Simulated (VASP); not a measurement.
Set up this calculation in VASP 6.6.1, as the native input.

| Property | Result |
| --- | --- |
| Task | single point |
| Functional | LDA |
| Potentials or basis | VASP PAW LDA potentials, release 64 (Pt) |
| Cutoff | 520 eV |
| k mesh | 12 × 12 × 12 |
| Occupations | fermi-dirac, width 0.05 eV |
| Spin | no spin polarisation |
| Dipole correction | no |
| Further INCAR settings | ALGO = Normal; EDIFF = 1e-07; NBANDS = 11 |

The structure of Pt lies in POSCAR:

```
Pt
1.0
   -1.6050673907      1.6050673907      1.6050673907
    1.6050673907     -1.6050673907      1.6050673907
    1.6050673907      1.6050673907     -1.6050673907
Pt
1
Direct
    0.0000000000      0.0000000000      0.0000000000
```

One way to write it, as run:

INCAR

```
SYSTEM = Pt
PREC     = Accurate       ! precision mode
ENCUT    = 520            ! plane-wave cutoff, eV
EDIFF    = 1E-7           ! SCF threshold, eV
ISMEAR   = -1             ! smearing method
SIGMA    = 0.05           ! smearing width, eV
LREAL    = .False.        ! projectors in reciprocal space
LASPH    = .True.         ! aspherical terms in the spheres
NELM     = 80             ! most SCF steps
ALGO     = Normal         ! electronic algorithm
ISIF     = 2              ! what is computed and relaxed
LWAVE    = .False.        ! write WAVECAR
LCHARG   = .False.        ! write CHGCAR
NBANDS   = 11             ! bands
```

KPOINTS

```
Automatic mesh
0
Gamma
  12 12 12
  0 0 0
```

Potentials or basis: VASP PAW LDA potentials, release 64 (Pt).

Launch:

```sh
$ cat potpaw_LDA.64/Pt/POTCAR > POTCAR
$ mpirun -np 1 vasp_std > vasp.out
```

Results of the run:

The pressure is -22.9 GPa. The band gap on the k mesh is zero (band 5 reaches 10.16 eV, above the bottom of band 6 at 8.21 eV).

Caveat: spin-orbit coupling is left out, which moves the levels of the heavy elements.

Wall time 19 s on 1 thread of AMD EPYC 7R43 64-Core Processor (Zen 3) (shared host), peak memory 0.1 GiB.
